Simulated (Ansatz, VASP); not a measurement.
## Ag in VASP and in Ansatz

```
Ag
1.0
     2.93000    0.00000    0.00000
    -1.46500    2.38521    0.00000
     0.00000    0.00000    4.79000
Ag
2
Direct
  0.33333 0.66667 0.25000
  0.66667 0.33333 0.75000
```

Change from the starting cell: strain -0.0600 x Voigt [0, 1, 0, 0, 0, 0], atoms carried along.

Alike in both runs: task single point; functional r2SCAN; k mesh 18 × 18 × 10; occupations gaussian, width 0.15 eV; no spin polarisation.

```csv
,VASP,Ansatz
version,VASP 6.6.1,Ansatz 0.2.0
potentials or method,"VASP PAW PBE potentials, release 64 (Ag), cutoff 520 eV","scalar-relativistic, plane waves, PAW"
valence electrons in the cell,22,38
```

Ansatz gave:

* gap on the k mesh at the Fermi level (eV): none
* pressure (GPa): 4.3
* traceless stress, the component that is largest in VASP (GPa): 3.54
* rms of the force components (eV/Å): 0.039

Task: What did VASP give for the same quantities?

Result: gap on the k mesh at the Fermi level (eV): none; pressure (GPa): 4.5; traceless stress, the component that is largest in VASP (GPa): 3.60; rms of the force components (eV/Å): 0.039.

VASP's potentials were made for PBE, not for r2SCAN. Atom by atom the forces differ by 0.001 eV/Å (rms over components). A gap of «none» marks a metal or a gap that the smearing closes. The functional is the same, so the differences come from potentials, cutoffs and numerics. VASP's potentials hold 22 valence electrons a cell and Ansatz's 38, so a difference there can come from the potentials and not from the codes.
